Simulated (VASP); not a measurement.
Input of a VASP 6.6.1 run:

INCAR

```
PREC = Accurate
ENCUT = 400
EDIFF = 1E-8
ISMEAR = -1
SIGMA = 0.05
LREAL = F
LASPH = T
NELM = 120
ALGO = Normal
ISIF = 2
LWAVE = F
LCHARG = F
GGA = PE
LEFG = T
NBANDS = 17
GGA_COMPAT = F
```

File KPOINTS:

```
Automatic mesh
0
Gamma
  13 13 7
```

The input POSCAR:

```
Hf
1.0
    3.1007975685      0.0000000000      0.0000000000
   -1.5503987842      2.6853694663      0.0000000000
    0.0000000000      0.0000000000      5.0578000000
Hf
2
Direct
    0.3333333333      0.6666666667      0.2500000000
    0.6666666667      0.3333333333      0.7500000000
```

Potentials or basis: VASP PAW PBE potentials, release 64 (Hf_pv).

Command:

```sh
$ cat potpaw_PBE.64/Hf_pv/POTCAR > POTCAR
$ mpirun -np 1 vasp_std > vasp.out
```

Q: Estimate the band gap on the k mesh.

A: Zero (bands 10 and 11 overlap by 1.53 eV).

Q: Predict the pressure.

A: 7.5 GPa.

Electric field gradients, principal values (V/Å²):
```csv
atom,least,middle,greatest (by size)
1 Hf,-29.953,-29.955,59.908
2 Hf,-29.953,-29.955,59.908
```

Caveat: the cell differs from its parent crystal (equal xx and yy strain of -3 %); the cell stands under pressure; without QUAD_EFG the Cq values of the log hold for a quadrupole moment of 1 mb, not for the nuclei; spin-orbit coupling is left out, which moves the levels of the heavy elements.
